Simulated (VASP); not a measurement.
Here is a VASP 6.6.1 calculation.

Contents of INCAR:

```
SYSTEM = C
  PREC = Accurate
  ENCUT = 520
  EDIFF = 1E-6
  ISMEAR = 0
  SIGMA = 0.01
  LREAL = .FALSE.
  LASPH = .TRUE.
  NELM = 100
  ALGO = Normal
  ISIF = 2
  LWAVE = .FALSE.
  LCHARG = .TRUE.
  GGA = PS
  LELF = .TRUE.
  LVHAR = .TRUE.
  NBANDS = 11
```

Contents of KPOINTS:

```
Automatic mesh
0
G
  12 12 12
  0 0 0
```

POSCAR

```
C
1.0
    1.7857882435      1.7857882435      0.0000000000
   -1.7857882435      1.7857882435      0.0000000000
    0.0000000000      1.7857882435      1.7745347596
C
2
Direct
    0.5000000000      0.5000000000      0.0000000000
    0.7500000000      0.2500000000      0.5000000000
```

Potentials or basis: VASP PAW PBE potentials, release 64 (C).

Run with:

```console
$ cat potpaw_PBE.64/C/POTCAR > POTCAR
$ mpirun -np 1 vasp_std > vasp.out
```

Question: Estimate the band gap on the k mesh.

Answer: 3.88 eV, indirect (least direct gap 5.43 eV).

Question: Predict the pressure.

Answer: -2.8 GPa.

Stress tensor (GPa, compression positive):
```
-4.69  0.00  0.00
 0.00 -4.69  0.00
 0.00  0.00  1.09
```

Caveat: the cell differs from its parent crystal (film at in-plane strain +0.005); the PAW data sets were made with another functional, which shifts forces and pressure a little. A k mesh can miss the band edges.
